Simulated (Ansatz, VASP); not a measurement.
BaS: VASP beside Ansatz

```
Ba S
1.0
     0.00000    3.21180    3.21180
     3.21180    0.00000    3.21180
     3.21180    3.21180    0.00000
Ba S
1 1
Direct
  0.00000 0.00000 0.00000
  0.50000 0.50000 0.50000
```

Alike in both runs: task single point; functional PBE; k mesh 8 × 8 × 8; occupations fermi-dirac, width 0.02 eV; no spin polarisation.

```csv
,VASP,Ansatz
version,VASP 6.6.1,Ansatz 0.2.0
potentials or method,"VASP PAW PBE potentials, release 64 (Ba_sv, S)","plane waves, PAW"
plane-wave cutoff (eV),520,420
valence electrons in the cell,16,16
```

```tsv
	VASP	Ansatz	Ansatz less VASP
gap on the k mesh at the Fermi level (eV)	2.13	2.23	+0.095
pressure (GPa)	0.6	0.1	-0.56
```

With one functional, cell and mesh, what is left measures potentials, basis and numerics.

Neither program's run includes spin-orbit coupling.
